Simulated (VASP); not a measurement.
# BeAlS3 (P4/mmm) in VASP: single point with PBE

Aim: the single point of BeAlS3 with PBE.

Everything below comes from runs of VASP 6.6.1. Logs are shortened: lines on timing, memory, paths and dates and some standing lists are left out, and cuts for length are marked.

## 1. The cell of the first run

It takes space group P4/mmm (No. 123, tetragonal). The conventional cell has a = 4.135 Å, b = 4.135 Å, c = 5.471 Å, α = 90.00°, β = 90.00°, γ = 90.00°. Within 2.7 Å of Be (site symmetry 4/mmm) lie 4 S at 2.07 Å. Al (site symmetry 4/mmm) has 2 Be at 2.74 Å and 12 S at 2.92 to 3.43 Å within 3.6 Å. Within 2.7 Å of S (site symmetry mmm) lie 2 Be at 2.07 Å. S (site symmetry 4/mmm) has 4 Al at 2.92 Å and 8 S at 3.43 Å within 3.9 Å.

## 2. Single point, PBE

File INCAR:

```
ALGO = Normal
EDIFF = 1E-7
ENCUT = 520
GGA = PE
ISIF = 2
ISMEAR = 0
LASPH = True
LCHARG = False
LREAL = False
LWAVE = False
NBANDS = 20
NELM = 80
PREC = Accurate
SIGMA = 0.1
```

File KPOINTS:

```
k-points
0
Gamma
  4 4 4
```

File POSCAR:

```
BeAlS3
1.0
    4.1347691400      0.0000000000      0.0000000000
    0.0000000000      4.1347691400      0.0000000000
    0.0000000000      0.0000000000      5.4706524600
Be Al S
1 1 3
Direct
    0.0000000000      0.0000000000      0.5000000000
    0.0000000000      0.0000000000      0.0000000000
    0.5000000000      0.0000000000      0.5000000000
    0.0000000000      0.5000000000      0.5000000000
    0.5000000000      0.5000000000      0.0000000000
```

Potentials or basis: VASP PAW PBE potentials, release 64 (Be, Al, S).

Started as:

```bash
cat potpaw_PBE.64/Be/POTCAR potpaw_PBE.64/Al/POTCAR potpaw_PBE.64/S/POTCAR > POTCAR
mpirun -np 1 vasp_std > vasp.out
```

OUTCAR:

```text
EDIFF = 1E-7
   ENCUT = 520
   GGA = PE
   ISIF = 2
   ISMEAR = 0
   LASPH = True
   LREAL = False
   NELM = 80
   PREC = Accurate

 ion  position               nearest neighbor table
   1  0.000  0.000  0.500-   3 2.07   4 2.07   4 2.07   3 2.07   2 2.74   2 2.74
   2  0.000  0.000  0.000-   1 2.74   1 2.74   5 2.92   5 2.92   5 2.92   5 2.92
   3  0.500  0.000  0.500-   1 2.07   1 2.07
   4  0.000  0.500  0.500-   1 2.07   1 2.07
   5  0.500  0.500  0.000-   2 2.92   2 2.92   2 2.92   2 2.92

  LATTYP: Found a simple tetragonal cell.
 ALAT       =     4.1347691400
 C/A-ratio  =     1.3230853464

  Lattice vectors:

 A1 = (   4.1347691400,   0.0000000000,   0.0000000000)
 A2 = (   0.0000000000,   4.1347691400,   0.0000000000)
 A3 = (   0.0000000000,   0.0000000000,   5.4706524600)

Analysis of symmetry for initial positions (statically):
=====================================================================
 Subroutine PRICEL returns:
 Original cell was already a primitive cell.

 Routine SETGRP: Setting up the symmetry group for a
 simple tetragonal supercell.

 Subroutine GETGRP returns: Found 16 space group operations
 (whereof 16 operations were pure point group operations)
 out of a pool of 16 trial point group operations.

The static configuration has the point symmetry D_4h.

Analysis of symmetry for dynamics (positions and initial velocities):
=====================================================================
 Subroutine PRICEL returns:
 Original cell was already a primitive cell.

 Routine SETGRP: Setting up the symmetry group for a
 simple tetragonal supercell.

 Subroutine GETGRP returns: Found 16 space group operations
 (whereof 16 operations were pure point group operations)
 out of a pool of 16 trial point group operations.

The dynamic configuration has the point symmetry D_4h.

 Subroutine INISYM returns: Found 16 space group operations
 (whereof 16 operations are pure point group operations),
 and found     1 'primitive' translations

----------------------------------------------------------------------------------------

                                     Primitive cell

  volume of cell :      93.5280

  direct lattice vectors                    reciprocal lattice vectors
     4.134769140  0.000000000  0.000000000     0.241851471  0.000000000  0.000000000
     0.000000000  4.134769140  0.000000000     0.000000000  0.241851471  0.000000000
     0.000000000  0.000000000  5.470652460     0.000000000  0.000000000  0.182793553

  length of vectors
     4.134769140  4.134769140  5.470652460     0.241851471  0.241851471  0.182793553

  position of ions in fractional coordinates (direct lattice)
     0.000000000  0.000000000  0.500000000
     0.000000000  0.000000000  0.000000000
     0.500000000  0.000000000  0.500000000
     0.000000000  0.500000000  0.500000000
     0.500000000  0.500000000  0.000000000

  ion indices of the primitive-cell ions
   primitive index   ion index
                 1           1
                 2           2
                 3           3
                 4           4
                 5           5

----------------------------------------------------------------------------------------

 KPOINTS: k-points

Automatic generation of k-mesh.
 Grid dimensions read from file:
 generate k-points for:    4    4    4

 Generating k-lattice:

  Cartesian coordinates                     Fractional coordinates (reciprocal lattice)
     0.060462868  0.000000000  0.000000000     0.250000000  0.000000000  0.000000000
     0.000000000  0.060462868  0.000000000     0.000000000  0.250000000  0.000000000
     0.000000000  0.000000000  0.045698388     0.000000000  0.000000000  0.250000000

  Length of vectors
     0.060462868  0.060462868  0.045698388

  Shift w.r.t. Gamma in fractional coordinates (k-lattice)
     0.000000000  0.000000000  0.000000000

 Subroutine IBZKPT returns following result:
 ===========================================

 Found     18 irreducible k-points:

 Following reciprocal coordinates:
            Coordinates               Weight
  0.000000  0.000000  0.000000      1.000000
  0.250000  0.000000  0.000000      4.000000
  0.500000  0.000000  0.000000      2.000000
  0.250000  0.250000  0.000000      4.000000
  0.500000  0.250000  0.000000      4.000000
  0.500000  0.500000  0.000000      1.000000
[... 10 lines left out ...]
  0.500000  0.250000  0.500000      4.000000
  0.500000  0.500000  0.500000      1.000000
   k-points           NKPTS =     18   k-points in BZ     NKDIM =     18   number of bands    NBANDS=     20
   number of dos      NEDOS =    301   number of ions     NIONS =      5
   total plane-waves  NPLWV =  43008
   dimension x,y,z NGX =    32 NGY =   32 NGZ =   42
   dimension x,y,z NGXF=    64 NGYF=   64 NGZF=   84
   ions per type =               1   1   3
   NGX,Y,Z   is equivalent  to a cutoff of  12.87, 12.87, 12.76 a.u.
   NGXF,Y,Z  is equivalent  to a cutoff of  25.73, 25.73, 25.53 a.u.
 SYSTEM =  unknown system
   PREC   = accura    normal or accurate (medium, high low for compatibility)
   ISTART =      0    job   : 0-new  1-cont  2-samecut
   ICHARG =      2    charge: 1-file 2-atom 10-const
   ISPIN  =      1    spin polarized calculation?
   LNONCOLLINEAR =      F non collinear calculations
   LSORBIT =      F    spin-orbit coupling
   LASPH  =      T    aspherical Exc in radial PAW
   ENCUT  =  520.0 eV  38.22 Ry    6.18 a.u.   7.69  7.69 10.17*2*pi/ulx,y,z
   NELM   =     80;   NELMIN=  2; NELMDL= -5     # of ELM steps
   EDIFF  = 0.1E-06   stopping-criterion for ELM
   LREAL  =      F    real-space projection
   EDIFFG = 0.1E-05   stopping-criterion for IOM
   NSW    =      0    number of steps for IOM
   IBRION =     -1    ionic relax: 0-MD 1-quasi-New 2-CG
   NFREE  =      0    steps in history (QN), initial steepest desc. (CG)
   ISIF   =      2    stress and relaxation
   ISYM   =      2    0-nonsym 1-usesym 2-fastsym
   POTIM  = 0.5000    time-step for ionic-motion
   TEBEG  =    0.0;   TEEND  =   0.0 temperature during run
   PSTRESS=    0.0 pullay stress
   NELECT =      23.0000    total number of electrons
   NUPDOWN=      -1.0000    fix difference up-down
   EMIN   =  10.00;   EMAX   =-10.00  energy-range for DOS
   EFERMI =   0.00;   METHOD = LEGACY
   ISMEAR =     0;   SIGMA  =   0.10  broadening in eV -4-tet -1-fermi 0-gaus
   EFERMI_NEDOS =   21; number of points for ismear=-14 and -15
   IALGO  =     38    algorithm
   IMIX   =      4    mixing-type and parameters
     AMIX     =   0.40;   BMIX     =  1.00
     AMIX_MAG =   1.60;   BMIX_MAG =  1.00
  volume/ion in A,a.u.               =      18.71       126.23
  Fermi-wavevector in a.u.,A,eV,Ry     =   1.025660  1.938217 14.313045  1.051979
  Thomas-Fermi vector in A             =   2.159512
   LORBIT       =      0    0 simple, 1 ext, 2 COOP (PROOUT), +10 PAW based schemes
   GGA     = PE    functional components
   LHFCALC =     F    Hartree Fock is set to
   AEXX    =    0.0000 exact exchange contribution
   IVDW    =     0    specifies the selected vdW correction
   LEPSILON=     F    determine dielectric tensor
   LRPA    =     F    only Hartree local field effects (RPA)
 non-spin polarized calculation
 Gauss-broadening in eV      SIGMA  =   0.10
  energy-cutoff  :      520.00
  volume of cell :       93.53
 maximum number of plane-waves:      2540
 NGX is ok and might be reduce to    32
   NGX = 15   NGY = 15   NGZ = 21

 number of electron      22.9999999 magnetization

 Free energy of the ion-electron system (eV)
  ---------------------------------------------------
  ext. energy  EPLUGINS =         0.00000000
  ---------------------------------------------------
  free energy    TOTEN  =       -18.11346270 eV

  energy without entropy =      -18.09117730  energy(sigma->0) =      -18.10232000

 E-fermi :   4.2627     XC(G=0):  -9.5624

 val. band max:        4.2376615997   @ k =   0.5000   0.2500   0.2500
 cond. band min:       4.2676343599   @ k =   0.2500   0.0000   0.0000
 fundamental gap:      0.0299727601
 Fermi energy:         4.2627214202

 k-point     1 :       0.0000    0.0000    0.0000
  band No.  band energies     occupation
      1     -10.0514      2.00000
      2      -7.1449      2.00000
      3      -6.5139      2.00000
      4      -1.2761      2.00000
      5      -1.2761      2.00000
      6      -0.8174      2.00000
[... 12 lines left out ...]
     19      10.8267      0.00000
     20      10.8357      0.00000

 k-point     2 :       0.2500    0.0000    0.0000
  band No.  band energies     occupation
      1      -9.6940      2.00000
      2      -7.3398      2.00000
      3      -6.9923      2.00000
      4      -0.9545      2.00000
      5      -0.8673      2.00000
      6      -0.3643      2.00000
[... 12 lines left out ...]
     19      11.3582      0.00000
     20      12.5294      0.00000

 k-point     3 :       0.5000    0.0000    0.0000
  band No.  band energies     occupation
      1      -8.7135      2.00000
      2      -8.6611      2.00000
      3      -6.8795      2.00000
      4      -0.7999      2.00000
      5      -0.4870      2.00000
      6       0.6887      2.00000
[... 12 lines left out ...]
     19      11.7230      0.00000
     20      13.0209      0.00000

 k-point     4 :       0.2500    0.2500    0.0000
  band No.  band energies     occupation
      1      -9.3773      2.00000
      2      -7.6328      2.00000
      3      -6.9753      2.00000
      4      -2.2807      2.00000
      5       0.0825      2.00000
      6       0.6169      2.00000
[... 291 lines left out ...]
 k-point    17 :       0.5000    0.2500    0.5000
  band No.  band energies     occupation
      1      -8.4936      2.00000
      2      -8.4629      2.00000
      3      -7.0118      2.00000
      4      -2.3762      2.00000
      5      -1.1261      2.00000
      6       0.0251      2.00000
[... 12 lines left out ...]
     19      11.1274      0.00000
     20      11.6809      0.00000

 k-point    18 :       0.5000    0.5000    0.5000
  band No.  band energies     occupation
      1      -8.3480      2.00000
      2      -8.3480      2.00000
      3      -6.8863      2.00000
      4      -3.2405      2.00000
      5      -0.8248      2.00000
      6       0.1452      2.00000
[... 12 lines left out ...]
     19      10.7710      0.00000
     20      11.1952      0.00000

------------------------ aborting loop because EDIFF is reached ----------------------------------------

  FORCE on cell =-STRESS in cart. coord.  units (eV):
  Direction    XX          YY          ZZ          XY          YZ          ZX
  --------------------------------------------------------------------------------------
  -------------------------------------------------------------------------------------
  Total       -5.3389887     -5.3389887      2.9117433      0.0000000      0.0000000      0.0000000
  in kB      -91.4593114    -91.4593114     49.8794899      0.0000000      0.0000000      0.0000000
  external PRESSURE =     -44.3463776 kB  Pullay stress =       0.0000000 kB

 VOLUME and BASIS-vectors are now :
 -----------------------------------------------------------------------------
  energy-cutoff  :      520.00
  volume of cell :       93.53
      direct lattice vectors                 reciprocal lattice vectors
     4.134769140  0.000000000  0.000000000     0.241851471  0.000000000  0.000000000
     0.000000000  4.134769140  0.000000000     0.000000000  0.241851471  0.000000000
     0.000000000  0.000000000  5.470652460     0.000000000  0.000000000  0.182793553

 POSITION                                       TOTAL-FORCE (eV/Angst)
 -----------------------------------------------------------------------------------
      0.00000      0.00000      2.73533         0.000000      0.000000      0.000000
      0.00000      0.00000      0.00000         0.000000      0.000000      0.000000
      2.06738      0.00000      2.73533         0.000000      0.000000      0.000000
      0.00000      2.06738      2.73533         0.000000      0.000000      0.000000
      2.06738      2.06738      0.00000         0.000000      0.000000      0.000000
 -----------------------------------------------------------------------------------
    total drift:                                0.000000     -0.000000     -0.000000

  FREE ENERGIE OF THE ION-ELECTRON SYSTEM (eV)
  ---------------------------------------------------
  free  energy   TOTEN  =       -18.1134626967 eV

  energy  without entropy=      -18.0911772980  energy(sigma->0) =      -18.10232000
```

It took 26 s on 1 thread of Intel Xeon Platinum 8259CL at 2.50GHz (Skylake/Cascade Lake), shared host; peak memory 0.19 GiB.

What came out:

```
Free energy : -18.1135 eV
Pressure    : -4.4 GPa
```

Caveat: the k points lie up to 0.38 Å⁻¹ apart.
